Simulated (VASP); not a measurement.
# Y2GeO2 (I4/mmm) in VASP: single point with PBE

Aim: the single point of Y2GeO2 with PBE.

Everything below comes from runs of VASP 6.6.1. Logs are shortened: lines on timing, memory, paths and dates and some standing lists are left out, and cuts for length are marked.

### 1 The cell of the first run

It takes space group I4/mmm (No. 139, tetragonal). The conventional cell has a = 3.705 Å, b = 3.705 Å, c = 11.719 Å, α = 90.00°, β = 90.00°, γ = 90.00°. Within 2.8 Å of O (site symmetry -4m2) lie 4 Y at 2.13 Å and 4 O at 2.62 Å. Within 4.2 Å of Ge (site symmetry 4/mmm) lie 10 Y at 3.23 to 3.98 Å and 8 O at 3.47 Å and 4 Ge at 3.70 Å. Within 2.8 Å of Y (site symmetry 4mm) lie 4 O at 2.13 Å.

### 2 Single point, PBE

Contents of INCAR:

```
SYSTEM = Y2GeO2
PREC = Accurate ; ENCUT = 520
EDIFF = 1E-7 ; ISMEAR = -1
SIGMA = 0.1 ; LREAL = .False.
LASPH = .True. ; NELM = 100
ALGO = Normal ; ISIF = 2
LWAVE = .False. ; LCHARG = .False.
GGA = PE ; NBANDS = 32
```

Contents of KPOINTS:

```
regular mesh
0
Gamma
  10 10 10
  0 0 0
```

Contents of POSCAR:

```
Y2GeO2
1.0
    0.0000000000      3.7048810000      0.0000000000
    3.7048810000      0.0000000000      0.0000000000
    1.8524400000      1.8524400000     -5.8593600000
O Ge Y
2 1 2
Direct
    0.2500000000      0.7500000000      0.5000000000
    0.7500000000      0.2500000000      0.5000000000
    0.0000000000      0.0000000000      0.0000000000
    0.3393300000      0.3393300000      0.3213400000
    0.6606700000      0.6606700000      0.6786600000
```

Potentials or basis: VASP PAW PBE potentials, release 64 (O, Ge_d, Y_sv).

The run is started by

```sh
$ cat potpaw_PBE.64/O/POTCAR potpaw_PBE.64/Ge_d/POTCAR potpaw_PBE.64/Y_sv/POTCAR > POTCAR
$ mpirun -np 1 vasp_std > vasp.out
```

OUTCAR:

```text
SYSTEM = Y2GeO2
   PREC = Accurate
   ENCUT = 520
   EDIFF = 1E-7
   ISMEAR = -1
   LREAL = .False.
   LASPH = .True.
   NELM = 100
   ISIF = 2
   GGA = PE

 ion  position               nearest neighbor table
   1  0.250  0.750  0.500-   4 2.13   5 2.13   4 2.13   5 2.13
   2  0.750  0.250  0.500-   4 2.13   5 2.13   4 2.13   5 2.13
   3  0.000  0.000  0.000-   4 3.23   5 3.23   5 3.23   5 3.23   4 3.23   4 3.23   5 3.23   4 3.23

   4  0.339  0.339  0.321-   1 2.13   2 2.13   1 2.13   2 2.13   3 3.23   3 3.23   3 3.23   3 3.23
                             5 3.35   5 3.35   5 3.35   5 3.35   5 3.77
   5  0.661  0.661  0.679-   1 2.13   2 2.13   1 2.13   2 2.13   3 3.23   3 3.23   3 3.23   3 3.23
                             4 3.35   4 3.35   4 3.35   4 3.35   4 3.77

  LATTYP: Found a body centered tetragonal cell.
 ALAT       =     3.7048810000
 C/A-ratio  =     3.1630489616

  Lattice vectors:

 A1 = (  -1.8524400000,   1.8524410000,   5.8593600000)
 A2 = (   1.8524410000,  -1.8524400000,   5.8593600000)
 A3 = (   1.8524400000,   1.8524400000,  -5.8593600000)

Analysis of symmetry for initial positions (statically):
=====================================================================
 Subroutine PRICEL returns:
 Original cell was already a primitive cell.

 Routine SETGRP: Setting up the symmetry group for a
 body centered tetragonal supercell.

 Subroutine GETGRP returns: Found 16 space group operations
 (whereof 16 operations were pure point group operations)
 out of a pool of 16 trial point group operations.

The static configuration has the point symmetry D_4h.

Analysis of symmetry for dynamics (positions and initial velocities):
=====================================================================
 Subroutine PRICEL returns:
 Original cell was already a primitive cell.

 Routine SETGRP: Setting up the symmetry group for a
 body centered tetragonal supercell.

 Subroutine GETGRP returns: Found 16 space group operations
 (whereof 16 operations were pure point group operations)
 out of a pool of 16 trial point group operations.

The dynamic configuration has the point symmetry D_4h.

 Subroutine INISYM returns: Found 16 space group operations
 (whereof 16 operations are pure point group operations),
 and found     1 'primitive' translations

----------------------------------------------------------------------------------------

[... 97 lines left out ...]
   NELM   =    100;   NELMIN=  2; NELMDL= -5     # of ELM steps
   EDIFF  = 0.1E-06   stopping-criterion for ELM
   LREAL  =      F    real-space projection
   EDIFFG = 0.1E-05   stopping-criterion for IOM
   NSW    =      0    number of steps for IOM
   IBRION =     -1    ionic relax: 0-MD 1-quasi-New 2-CG
   NFREE  =      0    steps in history (QN), initial steepest desc. (CG)
   ISIF   =      2    stress and relaxation
   ISYM   =      2    0-nonsym 1-usesym 2-fastsym
   POTIM  = 0.5000    time-step for ionic-motion
   TEBEG  =    0.0;   TEEND  =   0.0 temperature during run
   PSTRESS=    0.0 pullay stress
   NELECT =      48.0000    total number of electrons
   NUPDOWN=      -1.0000    fix difference up-down
   EMIN   =  10.00;   EMAX   =-10.00  energy-range for DOS
   EFERMI =   0.00;   METHOD = LEGACY
   ISMEAR =    -1;   SIGMA  =   0.10  broadening in eV -4-tet -1-fermi 0-gaus
   EFERMI_NEDOS =   21; number of points for ismear=-14 and -15
   IALGO  =     38    algorithm
   IMIX   =      4    mixing-type and parameters
     AMIX     =   0.40;   BMIX     =  1.00
     AMIX_MAG =   1.60;   BMIX_MAG =  1.00
  volume/ion in A,a.u.               =      16.09       108.55
  Fermi-wavevector in a.u.,A,eV,Ry     =   1.378338  2.604681 25.848554  1.899815
  Thomas-Fermi vector in A             =   2.503409
   LORBIT       =      0    0 simple, 1 ext, 2 COOP (PROOUT), +10 PAW based schemes
   GGA     = PE    functional components
   LHFCALC =     F    Hartree Fock is set to
   AEXX    =    0.0000 exact exchange contribution
   IVDW    =     0    specifies the selected vdW correction
   LEPSILON=     F    determine dielectric tensor
   LRPA    =     F    only Hartree local field effects (RPA)
 non-spin polarized calculation
  energy-cutoff  :      520.00
  volume of cell :       80.43
 maximum number of plane-waves:      2194
   NGX = 13   NGY = 13   NGZ = 23

 number of electron      47.9999989 magnetization

 Free energy of the ion-electron system (eV)
  ---------------------------------------------------
  ext. energy  EPLUGINS =         0.00000000
  ---------------------------------------------------
  free energy    TOTEN  =       -38.91735697 eV

  energy without entropy =      -38.81787806  energy(sigma->0) =      -38.86761751

 E-fermi :   4.7208     XC(G=0): -10.8973

 val. band max:        4.7199889661   @ k =  -0.2000   0.0000   0.1000
 cond. band min:       4.7222768371   @ k =   0.3000   0.0000   0.1000
 fundamental gap:      0.0022878710
 Fermi energy:         4.7208095223

 k-point     1 :       0.0000    0.0000    0.0000
  band No.  band energies     occupation
      1     -36.7802      2.00000
      2     -36.6104      2.00000
      3     -19.0687      2.00000
      4     -19.0686      2.00000
      5     -19.0121      2.00000
      6     -19.0121      2.00000
[... 829 lines left out ...]
     31      10.9890      0.00000
     32      11.5777      0.00000

 [... further k-points ...]

------------------------ aborting loop because EDIFF is reached ----------------------------------------

  FORCE on cell =-STRESS in cart. coord.  units (eV):
  Direction    XX          YY          ZZ          XY          YZ          ZX
  --------------------------------------------------------------------------------------
  -------------------------------------------------------------------------------------
  Total        9.4449959      9.4449959     10.3807951      0.0000000      0.0000009      0.0000009
  in kB      188.1540838    188.1540838    206.7961714      0.0000000      0.0000176      0.0000176
  external PRESSURE =     194.3681130 kB  Pullay stress =       0.0000000 kB

 VOLUME and BASIS-vectors are now :
 -----------------------------------------------------------------------------
  energy-cutoff  :      520.00
  volume of cell :       80.43
      direct lattice vectors                 reciprocal lattice vectors
     0.000000000  3.704881000  0.000000000     0.000000000  0.269914202  0.085333529
     3.704881000  0.000000000  0.000000000     0.269914202  0.000000000  0.085333529
     1.852440000  1.852440000 -5.859360000     0.000000000  0.000000000 -0.170667104

 POSITION                                       TOTAL-FORCE (eV/Angst)
 -----------------------------------------------------------------------------------
      3.70488      1.85244     -2.92968         0.000000     -0.000000      0.000000
      1.85244      3.70488     -2.92968        -0.000000     -0.000000      0.000000
      0.00000      0.00000      0.00000        -0.000000      0.000000      0.000000
      1.85244      1.85244     -1.88285         0.000000      0.000000      1.783857
      3.70488      3.70488     -3.97651        -0.000000     -0.000000     -1.783857
 -----------------------------------------------------------------------------------
    total drift:                               -0.000000      0.000000     -0.000000

  FREE ENERGIE OF THE ION-ELECTRON SYSTEM (eV)
  ---------------------------------------------------
  free  energy   TOTEN  =       -38.9173569679 eV

  energy  without entropy=      -38.8178780554  energy(sigma->0) =      -38.86761751
```

OSZICAR:

```text
N       E                     dE             d eps       ncg     rms          rms(c)
DAV:   1     0.419145346161E+03    0.41915E+03   -0.23669E+04  8280   0.265E+03
DAV:   2     0.108673525575E+02   -0.40828E+03   -0.38487E+03  7776   0.710E+02
DAV:   3    -0.414156606467E+02   -0.52283E+02   -0.51530E+02  7656   0.151E+02
DAV:   4    -0.460791786917E+02   -0.46635E+01   -0.46497E+01 11408   0.400E+01
DAV:   5    -0.461942978450E+02   -0.11512E+00   -0.11510E+00  8264   0.565E+00    0.636E+01
DAV:   6    -0.388266302391E+02    0.73677E+01   -0.33108E+01  7680   0.337E+01    0.508E+01
DAV:   7    -0.389088865198E+02   -0.82256E-01   -0.32584E+00  8648   0.994E+00    0.218E+01
DAV:   8    -0.389216810274E+02   -0.12795E-01   -0.28893E-01 10256   0.272E+00    0.107E+00
DAV:   9    -0.389199832723E+02    0.16978E-02   -0.78115E-02  9056   0.143E+00    0.605E-01
DAV:  10    -0.389173064833E+02    0.26768E-02   -0.13557E-02  8720   0.707E-01    0.275E-01
DAV:  11    -0.389176665286E+02   -0.36005E-03   -0.18401E-03  8672   0.293E-01    0.247E-01
DAV:  12    -0.389173476878E+02    0.31884E-03   -0.11028E-03  8632   0.177E-01    0.185E-02
DAV:  13    -0.389173575650E+02   -0.98771E-05   -0.13899E-04  9352   0.691E-02    0.171E-02
DAV:  14    -0.389173569085E+02    0.65644E-06   -0.61885E-06  8232   0.152E-02    0.697E-03
DAV:  15    -0.389173569157E+02   -0.71395E-08   -0.15455E-06  8464   0.697E-03    0.307E-03
DAV:  16    -0.389173569679E+02   -0.52252E-07   -0.56059E-07  6920   0.492E-03
   1 F= -.38917357E+02 E0= -.38867618E+02  d E =-.994789E-01
```

Wall time 2.9 min (1 thread of Intel Xeon Platinum 8488C (Sapphire Rapids), shared host); peak memory 0.38 GiB.

What came out:

| Quantity | Value |
| --- | --- |
| Free energy | -38.9174 eV |
| Pressure | 19.4 GPa |
| Largest force | 1.784 eV/Å |
| Band gap on the k mesh | zero (band 24 reaches 6.41 eV, above the bottom of band 25 at 4.43 eV) |

Forces in eV/Å, atoms in the order of the input:
```
O    0.000  0.000  0.000
O    0.000  0.000  0.000
Ge   0.000  0.000  0.000
Y    0.000  0.000  1.784
Y    0.000  0.000 -1.784
```

Caveat: forces of over 1 eV/Å act on the atoms, so gaps and moduli don't describe the material at rest.
